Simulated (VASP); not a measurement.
# Si23BHO48 (a cell with a defect) in VASP: further runs, part 2 of 2

VASP 6.6.1. The steps go on from the part before.

## Step 3: Single point, PBE+D3(BJ)

The input, INCAR:

```
ALGO = Normal
EDIFF = 1E-7
ENCUT = 520
GGA = PE
ISIF = 2
ISMEAR = 0
IVDW = 12
LASPH = T
LCHARG = F
LREAL = Auto
LWAVE = F
NBANDS = 234
NELM = 100
PREC = Accurate
SIGMA = 0.02
```

The input, KPOINTS:

```
k-points
0
Gamma
  1 1 1
```

The input, POSCAR:

```
Si23BHO48
1.0
    9.8316000000      0.0000000000      0.0000000000
   -4.9158000000      8.5144150000      0.0000000000
    0.0000000000      0.0000000000     10.8182000000
Si O B H
23 48 1 1
Direct
    0.2696880000      0.0042536000      0.1659530000
    0.0008685700      0.2683290000      0.3334340000
    0.2300140000      0.2360220000      0.0011123000
    0.2665710000      0.0039666000      0.6682490000
    0.9877070000      0.2651610000      0.8363930000
    0.2373780000      0.2479670000      0.5046470000
    0.2689130000      0.5034970000      0.1694290000
    0.0071740000      0.7615250000      0.3346140000
    0.2378880000      0.7376010000      0.9995222100
    0.9995975200      0.7632920000      0.8347720000
    0.2444950000      0.7356140000      0.5016440000
    0.7704580000      0.9995776200      0.1677880000
    0.5005500000      0.2709950000      0.3363130000
    0.7196970000      0.2254150000      0.0067535000
    0.7669430000      0.9974284000      0.6662580000
    0.4957890000      0.2648950000      0.8388830000
    0.7315520000      0.2292750000      0.4997570000
    0.7671770000      0.5003520000      0.1687290000
    0.5082110000      0.7657540000      0.3369440000
    0.7284970000      0.7290430000      0.9967325000
    0.7678590000      0.4933310000      0.6719780000
    0.4934370000      0.7554030000      0.8256840000
    0.7401200000      0.7312110000      0.5028160000
    0.0701790000      0.2104350000      0.4453740000
    0.2949550000      0.3664780000      0.1108140000
    0.1376360000      0.4348590000      0.2787260000
    0.1999740000      0.0709020000      0.0599790000
    0.3661290000      0.3022770000      0.3932910000
    0.4320150000      0.1437110000      0.2242100000
    0.0667330000      0.2120310000      0.9439510000
    0.3031200000      0.3853300000      0.6093620000
    0.1133590000      0.4405420000      0.7851950000
    0.2097810000      0.0849780000      0.5653650000
    0.3582330000      0.2953090000      0.8896740000
    0.4313560000      0.1336490000      0.7299220000
    0.0766350000      0.6958990000      0.4416340000
    0.3064960000      0.8756300000      0.1036260000
    0.1430170000      0.9271020000      0.2781130000
    0.2082500000      0.5754350000      0.0619490000
    0.3765200000      0.8018230000      0.3929280000
    0.4356450000      0.6372690000      0.2260910000
    0.0702950000      0.7095930000      0.9482220000
    0.2950410000      0.8698080000      0.6071030000
    0.1315540000      0.9273490000      0.7745430000
    0.2301330000      0.5767600000      0.5604110000
    0.3586520000      0.7864940000      0.8835290000
    0.4284710000      0.6274950000      0.7150340000
    0.5668770000      0.2051100000      0.4454450000
    0.7918800000      0.3613760000      0.1121420000
    0.6403730000      0.4358000000      0.2813830000
    0.6938720000      0.0630420000      0.0659360000
    0.8601750000      0.2920420000      0.3883960000
    0.9366550000      0.1391850000      0.2215540000
    0.5542740000      0.2009080000      0.9545440000
    0.7949510000      0.3574220000      0.6120670000
    0.6387770000      0.4269040000      0.7826280000
    0.7040680000      0.0640960000      0.5552660000
    0.8398320000      0.2764280000      0.8908620000
    0.9289380000      0.1359870000      0.7256000000
    0.5736550000      0.6988570000      0.4456840000
    0.7960380000      0.8655170000      0.1023840000
    0.6501690000      0.9288590000      0.2836800000
    0.7033430000      0.5680830000      0.0595770000
    0.8714800000      0.7895060000      0.3941120000
    0.9352230000      0.6347670000      0.2225520000
    0.5626060000      0.6962730000      0.9382370000
    0.8024270000      0.8653980000      0.6094200000
    0.6328180000      0.9222560000      0.7728480000
    0.7110210000      0.5682130000      0.5642060000
    0.8565170000      0.7850870000      0.8848320000
    0.9375310000      0.6233760000      0.7302810000
    0.3154190000      0.5288810000      0.6326340000
    0.0704939200      0.4902242700      0.7584754600
```

Potentials or basis: VASP PAW PBE potentials, release 64 (Si, O, B, H).

Launch:

```bash
$ cat potpaw_PBE.64/Si/POTCAR potpaw_PBE.64/O/POTCAR potpaw_PBE.64/B/POTCAR potpaw_PBE.64/H/POTCAR > POTCAR
$ mpirun -np 1 vasp_gam > vasp.out
```

Wall time 4.1 min (1 thread of Intel Xeon Platinum 8488C (Sapphire Rapids), shared host); peak memory 0.96 GiB.

It converged, with:

```yaml
Free_energy: -581.4522 eV
Pressure: 0.7 GPa
Largest_force: 11.041 eV/Å
Band_gap_on_the_k_mesh: 5.78 eV
Dispersion_energy_per_atom: -0.139 eV
```

Forces in eV/Å, atoms in the order of the input:
```
Si   0.016 -0.001  0.006
Si  -0.015  0.013  0.002
Si   0.009 -0.020  0.002
Si   0.005 -0.024  0.003
Si   0.125 -0.193  0.100
Si   0.007 -0.035  0.006
Si   0.016  0.001  0.011
Si  -0.004  0.008  0.013
Si  -0.039  0.008  0.004
Si  -0.003 -0.089 -0.110
Si  -0.043 -0.009  0.025
Si   0.025 -0.011  0.006
Si  -0.002  0.009  0.008
Si  -0.040 -0.020  0.034
Si   0.002 -0.034 -0.027
Si  -0.001  0.035 -0.028
Si  -0.020  0.012  0.016
Si   0.009  0.015  0.001
Si  -0.002  0.013  0.005
Si   0.012 -0.008 -0.016
Si   0.114  0.092  0.055
Si   0.009  0.008  0.002
Si   0.017 -0.033  0.009
O   -0.003  0.006 -0.001
O   -0.005 -0.008 -0.007
O    0.009  0.001 -0.002
O    0.002  0.005 -0.004
O   -0.008 -0.006  0.004
O   -0.006  0.006  0.001
O   -0.038  0.027 -0.030
O   -0.018 -0.003 -0.003
O    8.447 -5.666  3.781
O    0.003  0.013 -0.003
O   -0.015 -0.004  0.010
O    0.001  0.009  0.006
O   -0.003  0.008 -0.008
O    0.001 -0.005  0.000
O    0.007  0.001 -0.004
O    0.007 -0.008 -0.008
O    0.000 -0.010  0.000
O   -0.008  0.003 -0.001
O    0.031  0.005  0.028
O    0.001  0.000 -0.006
O    0.017  0.023 -0.002
O    0.015 -0.021  0.027
O    0.004 -0.017 -0.002
O   -0.021  0.005  0.016
O   -0.009  0.002 -0.009
O    0.004 -0.012 -0.013
O    0.004 -0.003 -0.003
O    0.005  0.010 -0.010
O    0.006 -0.007 -0.004
O   -0.003  0.007 -0.003
O    0.007  0.000  0.007
O    0.008 -0.041 -0.021
O   -0.017 -0.032  0.012
O    0.013 -0.005  0.013
O    0.067  0.042 -0.051
O    0.004  0.076  0.026
O   -0.010  0.005 -0.009
O   -0.011  0.003  0.005
O    0.006  0.001 -0.008
O    0.008 -0.008  0.004
O   -0.001 -0.002 -0.004
O   -0.005  0.001 -0.003
O   -0.015  0.007 -0.005
O   -0.013  0.013  0.007
O    0.012  0.009 -0.004
O   -0.015  0.007 -0.021
O   -0.030  0.008  0.031
O   -0.098  0.046  0.025
B    0.054  0.003 -0.024
H   -8.587  5.770 -3.856
```

Stress tensor (GPa, compression positive):
```
 1.07 -0.44  0.08
-0.44  0.47 -0.60
 0.08 -0.60  0.53
```

Levels at points of the mesh, in eV from the valence-band top:
```tsv
k point	band 189	band 190	band 191	band 192	band 193	band 194	band 195	band 196
(0.00, 0.00, 0.00)	-0.15	-0.12	-0.10	0.00	5.78	7.70	7.73	7.82
```

Caveat: the k points lie up to 0.74 Å⁻¹ apart.

## Step 4: Single point, PBE+D3(BJ)

Edit INCAR of step 3 so:

```diff
@@ -7,6 +7,6 @@
 IVDW = 12
-LASPH = T
-LCHARG = F
+LASPH = True
+LCHARG = False
 LREAL = Auto
-LWAVE = F
+LWAVE = False
 NBANDS = 234
```

KPOINTS is that of step 3.

Edit POSCAR of step 3 so:

```diff
@@ -80,2 +80,2 @@
     0.3154190000      0.5288810000      0.6326340000
-    0.0704939200      0.4902242700      0.7584754600
+    0.0674321300      0.4937730000      0.7565669200
```

Launch:

```bash
$ cat potpaw_PBE.64/Si/POTCAR potpaw_PBE.64/O/POTCAR potpaw_PBE.64/B/POTCAR potpaw_PBE.64/H/POTCAR > POTCAR
$ mpirun -np 1 vasp_gam > vasp.out
```

Wall time 3.9 min (1 thread of Intel Xeon Platinum 8488C (Sapphire Rapids), shared host); peak memory 0.96 GiB.

The run converged. Its results:

```yaml
Free_energy: -581.9154 eV
Pressure: 0.4 GPa
Largest_force: 4.858 eV/Å
Band_gap_on_the_k_mesh: 5.77 eV
Dispersion_energy_per_atom: -0.139 eV
```

Forces on the atoms (eV/Å):
```
Si   0.016  0.001  0.005
Si  -0.012  0.013  0.002
Si  -0.001 -0.018 -0.002
Si   0.007 -0.015 -0.002
Si   0.079 -0.117  0.058
Si   0.002 -0.029  0.011
Si   0.014  0.001  0.006
Si  -0.004  0.010  0.009
Si  -0.025  0.000  0.003
Si  -0.007 -0.047 -0.069
Si  -0.031 -0.012  0.018
Si   0.022 -0.008  0.003
Si  -0.005  0.009  0.006
Si  -0.027 -0.019  0.021
Si   0.008 -0.021 -0.017
Si  -0.005  0.029 -0.019
Si  -0.015  0.002  0.009
Si   0.011  0.011  0.000
Si  -0.002  0.013  0.003
Si   0.003 -0.009 -0.009
Si   0.072  0.055  0.035
Si   0.005  0.003 -0.003
Si   0.009 -0.025  0.005
O   -0.004  0.005 -0.003
O   -0.003 -0.008 -0.006
O    0.008  0.001 -0.001
O    0.004  0.002 -0.003
O   -0.006 -0.006  0.003
O   -0.006  0.006  0.002
O   -0.026  0.019 -0.019
O   -0.012 -0.007 -0.010
O    3.681 -2.482  1.652
O    0.005  0.009 -0.001
O   -0.010 -0.003  0.007
O    0.000  0.009  0.005
O   -0.004  0.007 -0.004
O   -0.001 -0.005  0.000
O    0.007 -0.001 -0.003
O    0.007 -0.005 -0.005
O   -0.002 -0.008  0.001
O   -0.007  0.004  0.001
O    0.020  0.005  0.016
O   -0.002 -0.002 -0.004
O    0.014  0.011 -0.002
O    0.006 -0.008  0.013
O    0.001 -0.013  0.000
O   -0.015  0.011  0.015
O   -0.007  0.003 -0.006
O    0.002 -0.009 -0.009
O    0.004 -0.002 -0.002
O    0.005  0.006 -0.006
O    0.004 -0.006 -0.002
O   -0.003  0.007 -0.002
O    0.001  0.002  0.005
O    0.006 -0.026 -0.013
O   -0.007 -0.021  0.005
O    0.009 -0.003  0.010
O    0.038  0.024 -0.029
O   -0.001  0.048  0.017
O   -0.008  0.004 -0.008
O   -0.008  0.000  0.003
O    0.006  0.000 -0.006
O    0.008 -0.006  0.003
O    0.000 -0.003 -0.002
O   -0.005  0.003 -0.002
O   -0.011  0.007 -0.003
O   -0.009  0.006  0.004
O    0.010  0.006 -0.004
O   -0.006  0.006 -0.011
O   -0.019  0.003  0.019
O   -0.059  0.030  0.018
B    0.037 -0.010  0.000
H   -3.757  2.564 -1.705
```

Stress tensor (GPa, compression positive):
```
 0.54 -0.07 -0.16
-0.07  0.25 -0.43
-0.16 -0.43  0.44
```

Levels at points of the mesh, in eV from the valence-band top:
| k point | band 190 | band 191 | band 192 | band 193 | band 194 | band 195 |
| --- | --- | --- | --- | --- | --- | --- |
| (0.00, 0.00, 0.00) | -0.12 | -0.09 | 0.00 | 5.77 | 7.68 | 7.72 |

Caveat: the k points lie up to 0.74 Å⁻¹ apart.

## Step 5: Single point, PBE+D3(BJ)

The input, INCAR:

```
SYSTEM = Si23BHO48
PREC = Accurate
ENCUT = 520
EDIFF = 1E-7
ISMEAR = 0
SIGMA = 0.02
LREAL = Auto
LASPH = .TRUE.
NELM = 100
ALGO = Normal
ISIF = 2
LWAVE = .FALSE.
LCHARG = .TRUE.
GGA = PE
IVDW = 12
LELF = .TRUE.
LVHAR = .TRUE.
NBANDS = 234
```

The input, KPOINTS:

```
regular mesh
0
G
  1 1 1
  0 0 0
```

Edit POSCAR of step 4 so:

```diff
@@ -80,2 +80,2 @@
     0.3154190000      0.5288810000      0.6326340000
-    0.0674321300      0.4937730000      0.7565669200
+    0.0643703400      0.4973217400      0.7546583800
```

Potentials or basis: VASP PAW PBE potentials, release 64 (Si, O, B, H).

Launch:

```bash
$ cat potpaw_PBE.64/Si/POTCAR potpaw_PBE.64/O/POTCAR potpaw_PBE.64/B/POTCAR potpaw_PBE.64/H/POTCAR > POTCAR
$ mpirun -np 1 vasp_gam > vasp.out
```

OUTCAR:

```text
SYSTEM = Si23BHO48
   PREC = Accurate
   ENCUT = 520
   EDIFF = 1E-7
   ISMEAR = 0
   LREAL = Auto
   LASPH = .TRUE.
   NELM = 100
   ISIF = 2
   GGA = PE
   IVDW = 12
 IVDW          = 12

 ion  position               nearest neighbor table
   1  0.270  0.004  0.166-  29 1.62  37 1.63  38 1.63  27 1.63   9 3.06   3 3.07  13 3.08   8 3.09

   2  0.001  0.268  0.333-  26 1.62  24 1.63  52 1.63  53 1.64  12 3.06   6 3.06   7 3.06  17 3.06

   3  0.230  0.236  0.001-  30 1.62  25 1.63  34 1.63  27 1.63  16 3.04   7 3.06   1 3.07   5 3.10
[... 83 lines left out ...]
  70  0.857  0.785  0.885-  10 1.62  20 1.63
[... 532 lines left out ...]
  Total       0.92609     0.49651     2.07951     1.09116    -1.76447    -1.85731
  in kB       1.63844     0.87842     3.67906     1.93048    -3.12170    -3.28594
  external pressure =        2.07 kB  Pullay stress =        0.00 kB

 VOLUME and BASIS-vectors are now :
 -----------------------------------------------------------------------------
  energy-cutoff  :      520.00
  volume of cell :      905.60
      direct lattice vectors                 reciprocal lattice vectors
     9.831600000  0.000000000  0.000000000     0.101712844  0.058723941  0.000000000
    -4.915800000  8.514415000  0.000000000     0.000000000  0.117447881  0.000000000
     0.000000000  0.000000000 10.818200000     0.000000000  0.000000000  0.092436819

 POSITION                                       TOTAL-FORCE (eV/Angst)
 -----------------------------------------------------------------------------------
      2.63055      0.03622      1.79531         0.016403      0.002719      0.002646
     -1.31051      2.28466      3.60716        -0.007979      0.012733      0.000780
      1.10117      2.00959      0.01203        -0.011899     -0.014931     -0.006004
      2.60132      0.03377      7.22925         0.009309     -0.004729     -0.008202
      8.40726      2.25769      9.04827         0.036319     -0.034913      0.012653
      1.11485      2.11129      5.45937        -0.002706     -0.021579      0.015931
[... 65 lines left out ...]
      0.50120      4.50311      6.84396         0.018044     -0.022148      0.026248
     -1.81187      4.23440      8.16405        -0.668394      0.485918     -0.314594
 -----------------------------------------------------------------------------------
    total drift:                               -0.025203      0.017255     -0.010832

  FREE ENERGIE OF THE ION-ELECTRON SYSTEM (eV)
  ---------------------------------------------------
  free  energy   TOTEN  =      -582.0787409272 eV

  energy  without entropy=     -582.0787409272  energy(sigma->0) =     -582.07874093
```

OSZICAR:

```text
N       E                     dE             d eps       ncg     rms          rms(c)
DAV:   1     0.354501803042E+04    0.35450E+04   -0.23304E+05   476   0.162E+03
DAV:   2    -0.343387677908E+03   -0.38884E+04   -0.37872E+04   566   0.391E+02
DAV:   3    -0.639260187105E+03   -0.29587E+03   -0.29435E+03   544   0.116E+02
DAV:   4    -0.645345830746E+03   -0.60856E+01   -0.60611E+01   560   0.179E+01
DAV:   5    -0.645478929163E+03   -0.13310E+00   -0.13287E+00   544   0.252E+00    0.695E+01
DAV:   6    -0.571552611743E+03    0.73926E+02   -0.33169E+02   528   0.360E+01    0.321E+01
DAV:   7    -0.571777760935E+03   -0.22515E+00   -0.82845E+00   584   0.559E+00    0.122E+01
DAV:   8    -0.571812711331E+03   -0.34950E-01   -0.40251E-01   544   0.187E+00    0.470E+00
DAV:   9    -0.571912733746E+03   -0.10002E+00   -0.18842E-01   536   0.127E+00    0.868E-01
DAV:  10    -0.571922225820E+03   -0.94921E-02   -0.18121E-02   552   0.333E-01    0.348E-01
DAV:  11    -0.571924335215E+03   -0.21094E-02   -0.34686E-03   520   0.154E-01    0.920E-02
DAV:  12    -0.571924596485E+03   -0.26127E-03   -0.60453E-04   592   0.735E-02    0.310E-02
DAV:  13    -0.571924670520E+03   -0.74035E-04   -0.12764E-04   584   0.357E-02    0.225E-02
DAV:  14    -0.571924686518E+03   -0.15998E-04   -0.28230E-05   544   0.139E-02    0.120E-02
DAV:  15    -0.571924689775E+03   -0.32565E-05   -0.66227E-06   536   0.774E-03    0.321E-03
DAV:  16    -0.571924690340E+03   -0.56466E-06   -0.20374E-06   528   0.385E-03    0.186E-03
DAV:  17    -0.571924690287E+03    0.52729E-07   -0.19051E-07   352   0.162E-03
   1 F= -.58207874E+03 E0= -.58207874E+03  d E =-.305406E-11
```

stdout:

```text
POSCAR found type information on POSCAR SiO B H
 POSCAR found :  4 types and      73 ions
 scaLAPACK will be used
 LDA part: xc-table for (Slater+PW92), standard interpolation
 POSCAR, INCAR and KPOINTS ok, starting setup
 FFT: planning ... GRIDC
 FFT: planning ... GRID_SOFT
 FFT: planning ... GRID
 WAVECAR not read
 entering main loop
```

Run time: 4 min. Hardware: 1 thread of Intel Xeon Platinum 8488C (Sapphire Rapids), shared host; peak memory 0.96 GiB.

What came out:

```
Free energy                : -582.0787 eV
Pressure                   : 0.2 GPa
Largest force              : 0.884 eV/Å
Band gap on the k mesh     : 5.76 eV
Dispersion energy per atom : -0.139 eV
```

Forces in eV/Å, atoms in the order of the input:
```
Si   0.016  0.003  0.003
Si  -0.008  0.013  0.001
Si  -0.012 -0.015 -0.006
Si   0.009 -0.005 -0.008
Si   0.036 -0.035  0.013
Si  -0.003 -0.022  0.016
Si   0.012  0.000  0.001
Si  -0.005  0.012  0.004
Si  -0.010 -0.009  0.001
Si  -0.011  0.002 -0.020
Si  -0.017 -0.016  0.011
Si   0.019 -0.004  0.000
Si  -0.008  0.008  0.003
Si  -0.014 -0.017  0.008
Si   0.015 -0.007 -0.005
Si  -0.009  0.021 -0.009
Si  -0.011 -0.009  0.002
Si   0.014  0.007 -0.001
Si  -0.003  0.013  0.001
Si  -0.007 -0.011 -0.002
Si   0.024  0.011  0.011
Si  -0.001 -0.002 -0.008
Si   0.001 -0.015 -0.001
O   -0.004  0.005 -0.004
O   -0.001 -0.007 -0.004
O    0.007  0.001  0.000
O    0.006  0.000 -0.001
O   -0.004 -0.007  0.001
O   -0.006  0.006  0.003
O   -0.013  0.008 -0.006
O   -0.005 -0.011 -0.018
O    0.648 -0.424  0.285
O    0.008  0.004  0.001
O   -0.004 -0.003  0.005
O    0.000  0.008  0.004
O   -0.006  0.006  0.000
O   -0.003 -0.005  0.000
O    0.006 -0.003 -0.001
O    0.007 -0.002  0.000
O   -0.003 -0.007  0.001
O   -0.005  0.005  0.003
O    0.007  0.005  0.002
O   -0.006 -0.003 -0.001
O    0.010 -0.002 -0.002
O   -0.003  0.005 -0.003
O   -0.001 -0.009  0.003
O   -0.009  0.017  0.014
O   -0.006  0.004 -0.003
O   -0.002 -0.005 -0.005
O    0.004 -0.001 -0.001
O    0.005  0.002 -0.001
O    0.001 -0.004  0.001
O   -0.003  0.006 -0.001
O   -0.004  0.003  0.003
O    0.003 -0.009 -0.005
O    0.004 -0.008 -0.002
O    0.005 -0.001  0.006
O    0.008  0.006 -0.006
O   -0.006  0.019  0.006
O   -0.005  0.003 -0.006
O   -0.006 -0.002  0.001
O    0.006 -0.001 -0.005
O    0.009 -0.005  0.001
O    0.000 -0.005 -0.001
O   -0.005  0.004  0.000
O   -0.006  0.007 -0.001
O   -0.005 -0.002  0.001
O    0.009  0.004 -0.005
O    0.005  0.004  0.000
O   -0.007 -0.004  0.006
O   -0.010  0.009  0.010
B    0.018 -0.022  0.026
H   -0.668  0.486 -0.315
```

Stress tensor (GPa, compression positive):
```
 0.16  0.19 -0.33
 0.19  0.09 -0.31
-0.33 -0.31  0.37
```

Levels at points of the mesh, in eV from the valence-band top:
| k point | band 188 | band 189 | band 190 | band 191 | band 192 | band 193 | band 194 | band 195 | band 196 | band 197 |
| --- | --- | --- | --- | --- | --- | --- | --- | --- | --- | --- |
| (0.00, 0.00, 0.00) | -0.20 | -0.15 | -0.13 | -0.08 | 0.00 | 5.76 | 7.65 | 7.72 | 7.82 | 8.00 |

Caveat: the k points lie up to 0.74 Å⁻¹ apart.

## Step 6: Summary

| cell | gap on the mesh (eV) | pressure (GPa) | largest force (eV/Å) |
| --- | --- | --- | --- |
| as given, atomic positions A | 5.78 | 1.1 | 20.59 |
| as given, atomic positions B | 5.78 | 0.7 | 11.04 |
| as given, atomic positions C | 5.77 | 0.4 | 4.86 |
| as given, atomic positions D | 5.76 | 0.2 | 0.88 |

Alike in all rows: task single point; level PBE+D3(BJ); potentials or basis VASP PAW PBE potentials, release 64 (Si, O, B, H); no spin polarisation; k mesh 1 × 1 × 1; cutoff (eV) 520; smearing gaussian 0.02 eV.

Caveats: all runs use coarse meshes.

Absolute energies hang on the potentials; compare differences alone.
